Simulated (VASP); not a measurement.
**HfO2: single point with PBEsol**

Crystal: HfO2.

```
Hf O
1.0
     4.93862    0.00000    0.00000
     0.00000    4.93862    0.00000
     0.00000    0.00000    3.28871
Hf O
2 4
Direct
  0.00000 0.00000 0.00000
  0.50000 0.50000 0.50000
  0.19495 0.80505 0.50000
  0.30505 0.30505 0.00000
  0.69495 0.69495 0.00000
  0.80505 0.19495 0.50000
```

| Quantity | Value |
| --- | --- |
| Program | VASP 6.6.1 |
| Task | single point |
| Functional | PBEsol |
| Potentials or basis | VASP PAW PBE potentials, release 64 (Hf_pv, O) |
| Cutoff | 520 eV |
| k mesh | 4 × 4 × 6 |
| Occupations | gaussian, width 0.01 eV |
| Spin | no spin polarisation |
| Dipole correction | no |
| Further INCAR settings | ALGO = Normal; EDIFF = 1e-07; NBANDS = 31 |

The pressure is -16.1 GPa and the largest force is 0.256 eV/Å. The band gap on the k mesh is 3.58 eV.

Forces on the atoms (eV/Å):
```
Hf   0.000  0.000  0.000
Hf   0.000  0.000  0.000
O   -0.181  0.181  0.000
O    0.181  0.181  0.000
O   -0.181 -0.181  0.000
O    0.181 -0.181  0.000
```

Stress tensor (GPa, compression positive):
```
-14.45   0.00   0.00
  0.00 -14.45   0.00
  0.00   0.00 -19.32
```

Levels at points of the mesh, in eV from the valence-band top:
| k point | band 19 | band 20 | band 21 | band 22 | band 23 | band 24 | band 25 | band 26 |
| --- | --- | --- | --- | --- | --- | --- | --- | --- |
| (0.00, 0.00, 0.00) | -0.78 | -0.51 | -0.51 | 0.00 | 3.58 | 3.77 | 4.79 | 5.11 |
| (0.50, 0.00, 0.00) | -1.46 | -1.46 | -0.62 | -0.62 | 4.20 | 4.20 | 5.66 | 5.66 |
| (0.50, 0.50, 0.00) | -1.18 | -1.18 | -0.89 | -0.89 | 3.84 | 3.84 | 5.17 | 5.17 |
| (0.00, 0.00, 0.50) | -1.93 | -1.93 | -0.99 | -0.99 | 5.14 | 5.14 | 5.58 | 5.58 |
| (0.50, 0.00, 0.50) | -1.70 | -1.70 | -0.87 | -0.87 | 3.85 | 3.85 | 5.78 | 5.78 |
| (0.50, 0.50, 0.50) | -1.01 | -1.01 | -0.54 | -0.54 | 4.72 | 4.72 | 5.37 | 5.37 |

Run time: 43 s on 1 thread of Intel(R) Xeon(R) Platinum 8488C (Sapphire Rapids), on a shared host, peak memory 0.2 GiB.

Caveat: the cell stands under tension; the PAW data sets were made with another functional, which shifts forces and pressure a little; spin-orbit coupling is left out, which moves the levels of the heavy elements. A k mesh can miss the band edges.
